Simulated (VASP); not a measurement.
# Si (Fd-3m) in VASP: a series of runs

Si is run at these levels: PBE; tasks: single point.

Program: VASP 6.6.1. These are calculated values, not measurements. Logs are shortened: lines on timing, memory, paths and dates and some standing lists are left out, and cuts for length are marked.

## (1) The cell of the first run

Symmetry: Fd-3m, No. 227, cubic system. The conventional cell has a = 5.339 Å, b = 5.339 Å, c = 5.339 Å, α = 90.00°, β = 90.00°, γ = 90.00°. Within 3.1 Å of Si (site symmetry -43m) lie 4 Si at 2.31 Å.

## (2) Single point, PBE (volume scaled by 0.95)

The input, INCAR:

```
  PREC = Accurate
  ENCUT = 520
  EDIFF = 1E-7
  ISMEAR = -1
  SIGMA = 0.08
  LREAL = False
  LASPH = True
  NELM = 60
  ALGO = Normal
  ISIF = 2
  LWAVE = False
  LCHARG = False
  GGA = PE
  NBANDS = 11
```

The input, KPOINTS:

```
regular mesh
0
Gamma
  12 12 12
```

The input, POSCAR:

```
Si
1.0
    0.0000000000      2.6694361917      2.6694361917
    2.6694361917      0.0000000000      2.6694361917
    2.6694361917      2.6694361917      0.0000000000
Si
2
Direct
    0.5000000000      0.5000000000      0.5000000000
    0.7500000000      0.7500000000      0.7500000000
```

Potentials or basis: VASP PAW PBE potentials, release 64 (Si).

The run is started by

```sh
cat potpaw_PBE.64/Si/POTCAR > POTCAR
mpirun -np 1 vasp_std > vasp.out
```

OUTCAR:

```text
PREC = Accurate
   ENCUT = 520
   EDIFF = 1E-7
   ISMEAR = -1
   LREAL = False
   LASPH = True
   NELM = 60
   ISIF = 2
   GGA = PE

 ion  position               nearest neighbor table
   1  0.500  0.500  0.500-   2 2.31   2 2.31   2 2.31   2 2.31
   2  0.750  0.750  0.750-   1 2.31   1 2.31   1 2.31   1 2.31

  LATTYP: Found a face centered cubic cell.
 ALAT       =     5.3388723834

  Lattice vectors:

 A1 = (   0.0000000000,   2.6694361917,   2.6694361917)
 A2 = (   2.6694361917,   0.0000000000,   2.6694361917)
 A3 = (   2.6694361917,   2.6694361917,   0.0000000000)

Analysis of symmetry for initial positions (statically):
=====================================================================
 Subroutine PRICEL returns:
 Original cell was already a primitive cell.

 Routine SETGRP: Setting up the symmetry group for a
 face centered cubic supercell.

 Subroutine GETGRP returns: Found 48 space group operations
 (whereof 24 operations were pure point group operations)
 out of a pool of 48 trial point group operations.

The static configuration has the point symmetry T_d .
 The point group associated with its full space group is O_h .

Analysis of symmetry for dynamics (positions and initial velocities):
=====================================================================
 Subroutine PRICEL returns:
 Original cell was already a primitive cell.

 Routine SETGRP: Setting up the symmetry group for a
 face centered cubic supercell.

 Subroutine GETGRP returns: Found 48 space group operations
 (whereof 24 operations were pure point group operations)
 out of a pool of 48 trial point group operations.

The dynamic configuration has the point symmetry T_d .
 The point group associated with its full space group is O_h .

 Subroutine INISYM returns: Found 48 space group operations
 (whereof 24 operations are pure point group operations),
 and found     1 'primitive' translations

----------------------------------------------------------------------------------------

                                     Primitive cell

  volume of cell :      38.0442

  direct lattice vectors                    reciprocal lattice vectors
     0.000000000  2.669436192  2.669436192    -0.187305470  0.187305470  0.187305470
     2.669436192  0.000000000  2.669436192     0.187305470 -0.187305470  0.187305470
     2.669436192  2.669436192  0.000000000     0.187305470  0.187305470 -0.187305470

  length of vectors
     3.775152866  3.775152866  3.775152866     0.324422590  0.324422590  0.324422590

  position of ions in fractional coordinates (direct lattice)
     0.500000000  0.500000000  0.500000000
     0.750000000  0.750000000  0.750000000

  ion indices of the primitive-cell ions
   primitive index   ion index
                 1           1
                 2           2

----------------------------------------------------------------------------------------

 KPOINTS: regular mesh

Automatic generation of k-mesh.
 Grid dimensions read from file:
 generate k-points for:   12   12   12

 Generating k-lattice:

  Cartesian coordinates                     Fractional coordinates (reciprocal lattice)
    -0.015608789  0.015608789  0.015608789     0.083333333  0.000000000  0.000000000
     0.015608789 -0.015608789  0.015608789     0.000000000  0.083333333  0.000000000
     0.015608789  0.015608789 -0.015608789     0.000000000  0.000000000  0.083333333

  Length of vectors
     0.027035216  0.027035216  0.027035216

  Shift w.r.t. Gamma in fractional coordinates (k-lattice)
     0.000000000  0.000000000  0.000000000

 Subroutine IBZKPT returns following result:
 ===========================================

 Found     72 irreducible k-points:

 Following reciprocal coordinates:
            Coordinates               Weight
  0.000000  0.000000  0.000000      1.000000
  0.083333  0.000000  0.000000      8.000000
  0.166667  0.000000  0.000000      8.000000
  0.250000  0.000000  0.000000      8.000000
  0.333333  0.000000  0.000000      8.000000
  0.416667  0.000000  0.000000      8.000000
[... 16 lines left out ...]
  0.500000  0.166667  0.000000     24.000000
 -0.416667  0.166667  0.000000     24.000000
 [... further k-points ...]
   k-points           NKPTS =     72   k-points in BZ     NKDIM =     72   number of bands    NBANDS=     11
   number of dos      NEDOS =    301   number of ions     NIONS =      2
   total plane-waves  NPLWV =  21952
   dimension x,y,z NGX =    28 NGY =   28 NGZ =   28
   dimension x,y,z NGXF=    56 NGYF=   56 NGZF=   56
   ions per type =               2
   NGX,Y,Z   is equivalent  to a cutoff of  12.33, 12.33, 12.33 a.u.
   NGXF,Y,Z  is equivalent  to a cutoff of  24.66, 24.66, 24.66 a.u.
 SYSTEM =  unknown system
   PREC   = accura    normal or accurate (medium, high low for compatibility)
   ISTART =      0    job   : 0-new  1-cont  2-samecut
   ICHARG =      2    charge: 1-file 2-atom 10-const
   ISPIN  =      1    spin polarized calculation?
   LNONCOLLINEAR =      F non collinear calculations
   LSORBIT =      F    spin-orbit coupling
   LASPH  =      T    aspherical Exc in radial PAW
   ENCUT  =  520.0 eV  38.22 Ry    6.18 a.u.   7.02  7.02  7.02*2*pi/ulx,y,z
   NELM   =     60;   NELMIN=  2; NELMDL= -5     # of ELM steps
   EDIFF  = 0.1E-06   stopping-criterion for ELM
   LREAL  =      F    real-space projection
   EDIFFG = 0.1E-05   stopping-criterion for IOM
   NSW    =      0    number of steps for IOM
   IBRION =     -1    ionic relax: 0-MD 1-quasi-New 2-CG
   NFREE  =      0    steps in history (QN), initial steepest desc. (CG)
   ISIF   =      2    stress and relaxation
   ISYM   =      2    0-nonsym 1-usesym 2-fastsym
   POTIM  = 0.5000    time-step for ionic-motion
   TEBEG  =    0.0;   TEEND  =   0.0 temperature during run
   PSTRESS=    0.0 pullay stress
   NELECT =       8.0000    total number of electrons
   NUPDOWN=      -1.0000    fix difference up-down
   EMIN   =  10.00;   EMAX   =-10.00  energy-range for DOS
   EFERMI =   0.00;   METHOD = LEGACY
   ISMEAR =    -1;   SIGMA  =   0.08  broadening in eV -4-tet -1-fermi 0-gaus
   EFERMI_NEDOS =   21; number of points for ismear=-14 and -15
   IALGO  =     38    algorithm
   IMIX   =      4    mixing-type and parameters
     AMIX     =   0.40;   BMIX     =  1.00
     AMIX_MAG =   1.60;   BMIX_MAG =  1.00
  volume/ion in A,a.u.               =      19.02       128.37
  Fermi-wavevector in a.u.,A,eV,Ry     =   0.973513  1.839674 12.894628  0.947728
  Thomas-Fermi vector in A             =   2.103899
   LORBIT       =      0    0 simple, 1 ext, 2 COOP (PROOUT), +10 PAW based schemes
   GGA     = PE    functional components
   LHFCALC =     F    Hartree Fock is set to
   AEXX    =    0.0000 exact exchange contribution
   IVDW    =     0    specifies the selected vdW correction
   LEPSILON=     F    determine dielectric tensor
   LRPA    =     F    only Hartree local field effects (RPA)
 non-spin polarized calculation
  energy-cutoff  :      520.00
  volume of cell :       38.04
 maximum number of plane-waves:      1036
   NGX = 13   NGY = 13   NGZ = 13

 number of electron       8.0000000 magnetization

 Free energy of the ion-electron system (eV)
  ---------------------------------------------------
  ext. energy  EPLUGINS =         0.00000000
  ---------------------------------------------------
  free energy    TOTEN  =       -10.78753487 eV

  energy without entropy =      -10.78708724  energy(sigma->0) =      -10.78731106

 E-fermi :   6.5854     XC(G=0):  -9.6110

 val. band max:        6.3554272497   @ k =   0.0000   0.0000   0.0000
 cond. band min:       6.8314853835   @ k =   0.4167   0.4167   0.0000
 fundamental gap:      0.4760581338
 Fermi energy:         6.5853790435

 k-point     1 :       0.0000    0.0000    0.0000
  band No.  band energies     occupation
      1      -5.9619      2.00000
      2       6.3554      1.89313
      3       6.3554      1.89313
      4       6.3554      1.89313
      5       8.9405      0.00000
      6       8.9405      0.00000
      7       8.9405      0.00000
      8      10.3302      0.00000
      9      14.0993      0.00000
     10      14.0993      0.00000
     11      14.5229      0.00000

 k-point     2 :       0.0833    0.0000    0.0000
  band No.  band energies     occupation
      1      -5.8669      2.00000
      2       5.4929      2.00000
      3       6.2039      1.98315
      4       6.2039      1.98315
      5       9.0552      0.00000
      6       9.1634      0.00000
      7       9.1634      0.00000
      8      10.9173      0.00000
      9      13.8185      0.00000
     10      13.8185      0.00000
     11      14.9228      0.00000

 k-point     3 :       0.1667    0.0000    0.0000
  band No.  band energies     occupation
      1      -5.5844      2.00000
      2       3.9319      2.00000
      3       5.8838      1.99969
      4       5.8838      1.99969
      5       8.8654      0.00000
      6       9.6161      0.00000
      7       9.6161      0.00000
      8      12.2829      0.00000
      9      13.4385      0.00000
     10      13.4385      0.00000
     11      15.6662      0.00000

 k-point     4 :       0.2500    0.0000    0.0000
  band No.  band energies     occupation
      1      -5.1251      2.00000
      2       2.3310      2.00000
      3       5.5638      1.99999
      4       5.5638      1.99999
      5       8.5604      0.00000
      6       9.9013      0.00000
      7       9.9013      0.00000
      8      13.5695      0.00000
      9      13.5695      0.00000
     10      13.7076      0.00000
     11      15.5308      0.00000

 k-point     5 :       0.3333    0.0000    0.0000
  band No.  band energies     occupation
      1      -4.5183      2.00000
      2       0.8659      2.00000
      3       5.3164      2.00000
      4       5.3164      2.00000
      5       8.3000      0.00000
      6       9.8689      0.00000
      7       9.8689      0.00000
      8      14.4052      0.00000
      9      14.4152      0.00000
     10      14.4152      0.00000
     11      15.8800      0.00000
[... 211 lines left out ...]
 k-point    21 :       0.3333    0.1667    0.0000
  band No.  band energies     occupation
      1      -4.6024      2.00000
      2       1.8402      2.00000
      3       4.2921      2.00000
      4       4.5235      2.00000
      5       8.3098      0.00000
      6      10.5163      0.00000
      7      10.9852      0.00000
      8      11.5326      0.00000
      9      15.5269      0.00000
     10      15.9652      0.00000
     11      17.0042      0.00000

 k-point    22 :       0.4167    0.1667    0.0000
  band No.  band energies     occupation
      1      -3.9621      2.00000
      2       0.5423      2.00000
      3       3.8372      2.00000
      4       4.4391      2.00000
      5       8.3542      0.00000
      6      10.7681      0.00000
      7      11.3150      0.00000
      8      11.4927      0.00000
      9      16.4267      0.00000
     10      16.6988      0.00000
     11      17.7083      0.00000

 k-point    23 :       0.5000    0.1667    0.0000
  band No.  band energies     occupation
      1      -3.3394      2.00000
      2      -0.4479      2.00000
      3       3.4766      2.00000
      4       4.4985      2.00000
      5       8.3943      0.00000
      6      10.6106      0.00000
      7      11.0164      0.00000
      8      12.9225      0.00000
      9      15.9645      0.00000
     10      16.9987      0.00000
     11      18.4785      0.00000

 k-point    24 :      -0.4167    0.1667    0.0000
  band No.  band energies     occupation
      1      -3.2148      2.00000
      2      -0.6202      2.00000
      3       3.2484      2.00000
      4       4.6937      2.00000
      5       8.5619      0.00000
      6      10.5487      0.00000
      7      10.7794      0.00000
      8      14.5352      0.00000
      9      15.1502      0.00000
     10      15.2632      0.00000
     11      17.7809      0.00000

 [... further k-points ...]
[... 5 lines left out ...]
  --------------------------------------------------------------------------------------
  -------------------------------------------------------------------------------------
  Total        1.7724351      1.7724351      1.7724351     -0.0000000     -0.0000000      0.0000000
  in kB       74.6435523     74.6435523     74.6435523     -0.0000000     -0.0000000      0.0000000
  external PRESSURE =      74.6435523 kB  Pullay stress =       0.0000000 kB

 VOLUME and BASIS-vectors are now :
 -----------------------------------------------------------------------------
  energy-cutoff  :      520.00
  volume of cell :       38.04
      direct lattice vectors                 reciprocal lattice vectors
     0.000000000  2.669436192  2.669436192    -0.187305470  0.187305470  0.187305470
     2.669436192  0.000000000  2.669436192     0.187305470 -0.187305470  0.187305470
     2.669436192  2.669436192  0.000000000     0.187305470  0.187305470 -0.187305470

 POSITION                                       TOTAL-FORCE (eV/Angst)
 -----------------------------------------------------------------------------------
      2.66944      2.66944      2.66944         0.000000      0.000000      0.000000
      4.00415      4.00415      4.00415        -0.000000     -0.000000     -0.000000
 -----------------------------------------------------------------------------------
    total drift:                                0.000000      0.000000     -0.000000

  FREE ENERGIE OF THE ION-ELECTRON SYSTEM (eV)
  ---------------------------------------------------
  free  energy   TOTEN  =       -10.7875348731 eV

  energy  without entropy=      -10.7870872406  energy(sigma->0) =      -10.78731106
```

Run time: 13 s. Hardware: 1 thread of AMD EPYC 9R45 (Zen 5), shared host; peak memory 0.13 GiB.

Results:

| Item | Value |
| --- | --- |
| Free energy | -10.7875 eV |
| Pressure | 7.5 GPa |
| Band gap on the k mesh | 0.48 eV, indirect (least direct gap 2.59 eV) |

Caveat: the cell differs from its parent crystal (volume scaled by 0.95).

## (3) Single point, PBE (volume scaled by 0.975)

The input, INCAR:

```
PREC     = Accurate       # precision mode
ENCUT    = 520            # plane-wave cutoff, eV
EDIFF    = 1E-7           # SCF threshold, eV
ISMEAR   = -1             # smearing method
SIGMA    = 0.08           # smearing width, eV
LREAL    = False          # projectors in reciprocal space
LASPH    = True           # aspherical terms in the spheres
NELM     = 60             # most SCF steps
ALGO     = Normal         # electronic algorithm
ISIF     = 2              # what is computed and relaxed
LWAVE    = False          # write WAVECAR
LCHARG   = False          # write CHGCAR
GGA      = PE             # functional
NBANDS   = 11             # bands
```

The input, KPOINTS:

```
Automatic mesh
0
Gamma
  12 12 12
```

The input, POSCAR:

```
Si
1.0
    0.0000000000      2.6926498455      2.6926498455
    2.6926498455      0.0000000000      2.6926498455
    2.6926498455      2.6926498455      0.0000000000
Si
2
Direct
    0.5000000000      0.5000000000      0.5000000000
    0.7500000000      0.7500000000      0.7500000000
```

Potentials or basis: VASP PAW PBE potentials, release 64 (Si).

The run is started by

```sh
cat potpaw_PBE.64/Si/POTCAR > POTCAR
mpirun -np 1 vasp_std > vasp.out
```

OUTCAR:

```text
PREC = Accurate
   ENCUT = 520
   EDIFF = 1E-7
   ISMEAR = -1
   LREAL = False
   LASPH = True
   NELM = 60
   ISIF = 2
   GGA = PE

 ion  position               nearest neighbor table
   1  0.500  0.500  0.500-   2 2.33   2 2.33   2 2.33   2 2.33
   2  0.750  0.750  0.750-   1 2.33   1 2.33   1 2.33   1 2.33

  LATTYP: Found a face centered cubic cell.
 ALAT       =     5.3852996910

  Lattice vectors:

 A1 = (   0.0000000000,   2.6926498455,   2.6926498455)
 A2 = (   2.6926498455,   0.0000000000,   2.6926498455)
 A3 = (   2.6926498455,   2.6926498455,   0.0000000000)
[... 513 lines left out ...]
      7      10.4943      0.00000
      8      14.1613      0.00000
      9      14.7590      0.00000
     10      14.9285      0.00000
     11      17.3773      0.00000

 [... further k-points ...]
[... 5 lines left out ...]
  --------------------------------------------------------------------------------------
  -------------------------------------------------------------------------------------
  Total        1.1007323      1.1007323      1.1007323      0.0000000      0.0000000      0.0000000
  in kB       45.1671462     45.1671462     45.1671462      0.0000000      0.0000000      0.0000000
  external PRESSURE =      45.1671462 kB  Pullay stress =       0.0000000 kB

 VOLUME and BASIS-vectors are now :
 -----------------------------------------------------------------------------
  energy-cutoff  :      520.00
  volume of cell :       39.05
      direct lattice vectors                 reciprocal lattice vectors
     0.000000000  2.692649846  2.692649846    -0.185690687  0.185690687  0.185690687
     2.692649846  0.000000000  2.692649846     0.185690687 -0.185690687  0.185690687
     2.692649846  2.692649846  0.000000000     0.185690687  0.185690687 -0.185690687

 POSITION                                       TOTAL-FORCE (eV/Angst)
 -----------------------------------------------------------------------------------
      2.69265      2.69265      2.69265        -0.000000     -0.000000     -0.000000
      4.03897      4.03897      4.03897         0.000000      0.000000      0.000000
 -----------------------------------------------------------------------------------
    total drift:                                0.000000      0.000000     -0.000000

  FREE ENERGIE OF THE ION-ELECTRON SYSTEM (eV)
  ---------------------------------------------------
  free  energy   TOTEN  =       -10.8248262330 eV

  energy  without entropy=      -10.8244732103  energy(sigma->0) =      -10.82464972
```

stdout:

```text
POSCAR found type information on POSCAR Si
 POSCAR found :  1 types and       2 ions
 scaLAPACK will be used
 LDA part: xc-table for (Slater+PW92), standard interpolation
 POSCAR, INCAR and KPOINTS ok, starting setup
 FFT: planning ... GRIDC
 FFT: planning ... GRID_SOFT
 FFT: planning ... GRID
 WAVECAR not read
 entering main loop
```

It took 15 s on 1 thread of AMD EPYC 9R45 (Zen 5), shared host; peak memory 0.13 GiB.

Results:

```yaml
Free_energy: -10.8248 eV
Pressure: 4.5 GPa
Band_gap_on_the_k_mesh: 0.53 eV, indirect (least direct gap 2.58 eV)
```

Levels at points of the mesh, in eV from the valence-band top:
| k point | band 1 | band 2 | band 3 | band 4 | band 5 | band 6 | band 7 | band 8 | band 9 |
| --- | --- | --- | --- | --- | --- | --- | --- | --- | --- |
| (0.00, 0.00, 0.00) | -12.13 | 0.00 | 0.00 | 0.00 | 2.58 | 2.58 | 2.58 | 3.67 | 7.73 |
| (0.50, 0.00, 0.00) | -9.74 | -7.09 | -1.22 | -1.22 | 1.63 | 3.33 | 3.33 | 7.76 | 10.61 |
| (0.50, 0.50, 0.00) | -7.90 | -7.90 | -2.92 | -2.92 | 0.66 | 0.66 | 10.33 | 10.33 | 11.05 |

Caveat: the cell differs from its parent crystal (volume scaled by 0.975). A k mesh can miss the band edges.

## (4) Single point, PBE

This run uses another cell than the first one, of 20.02 Å³/atom, 1.053 times its volume.

The input, INCAR:

```
SYSTEM = Si
PREC = Accurate
ENCUT = 520
EDIFF = 1E-6
ISMEAR = -1
SIGMA = 0.08
LREAL = .False.
LASPH = .True.
NELM = 60
ALGO = Normal
ISIF = 2
LWAVE = .False.
LCHARG = .False.
GGA = PE
NBANDS = 11
```

The input, KPOINTS:

```
Automatic mesh
0
Gamma
  12 12 12
  0 0 0
```

The input, POSCAR:

```
Si
1.0
    0.0000000000      2.7154700000      2.7154700000
    2.7154700000      0.0000000000      2.7154700000
    2.7154700000      2.7154700000      0.0000000000
Si
2
Direct
    0.5000000000      0.5000000000      0.5000000000
    0.7500000000      0.7500000000      0.7500000000
```

The run is started by

```sh
cat potpaw_PBE.64/Si/POTCAR > POTCAR
mpirun -np 1 vasp_std > vasp.out
```

Run time: 15 s. Hardware: 1 thread of AMD EPYC 9R45 (Zen 5), shared host; peak memory 0.14 GiB.

It converged, with:

```
Free energy            : -10.8448 eV
Pressure               : 1.9 GPa
Band gap on the k mesh : 0.57 eV, indirect (least direct gap 2.57 eV)
```

Levels at points of the mesh, in eV from the valence-band top:
| k point | band 1 | band 2 | band 3 | band 4 | band 5 | band 6 | band 7 | band 8 | band 9 |
| --- | --- | --- | --- | --- | --- | --- | --- | --- | --- |
| (0.00, 0.00, 0.00) | -11.96 | 0.00 | 0.00 | 0.00 | 2.57 | 2.57 | 2.57 | 3.37 | 7.72 |
| (0.50, 0.00, 0.00) | -9.63 | -6.96 | -1.20 | -1.20 | 1.54 | 3.34 | 3.34 | 7.73 | 10.55 |
| (0.50, 0.50, 0.00) | -7.81 | -7.81 | -2.85 | -2.85 | 0.71 | 0.71 | 10.12 | 10.12 | 10.97 |

(Part 1 of 2 ends here.)
